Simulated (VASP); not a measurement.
Input of a VASP 6.6.1 run:

The input INCAR:

```
SYSTEM = SiAu3
ALGO = Normal
EDIFF = 1E-7
ENCUT = 520
GGA = CA
ISIF = 2
ISMEAR = -1
LASPH = .True.
LCHARG = .True.
LELF = .True.
LREAL = .False.
LVHAR = .True.
LWAVE = .False.
NBANDS = 26
NELM = 60
PREC = Accurate
SIGMA = 0.1
```

Contents of KPOINTS:

```
k-points
0
Gamma
  6 6 6
  0 0 0
```

The input POSCAR:

```
SiAu3
1.0
    0.0000000000      3.3711156643      3.3711156643
    3.3711156643      0.0000000000      3.3711156643
    3.3711156643      3.3711156643      0.0000000000
Si Au
1 3
Direct
    0.0000000000      0.0000000000      0.0000000000
    0.2500000000      0.2500000000      0.2500000000
    0.7500000000      0.7500000000      0.7500000000
    0.5000000000      0.5000000000      0.5000000000
```

Potentials or basis: VASP PAW LDA potentials, release 64 (Si, Au).

Command:

```sh
$ cat potpaw_LDA.64/Si/POTCAR potpaw_LDA.64/Au/POTCAR > POTCAR
$ mpirun -np 1 vasp_std > vasp.out
```

Task: What does it give for the pressure?

Result: -16.1 GPa.
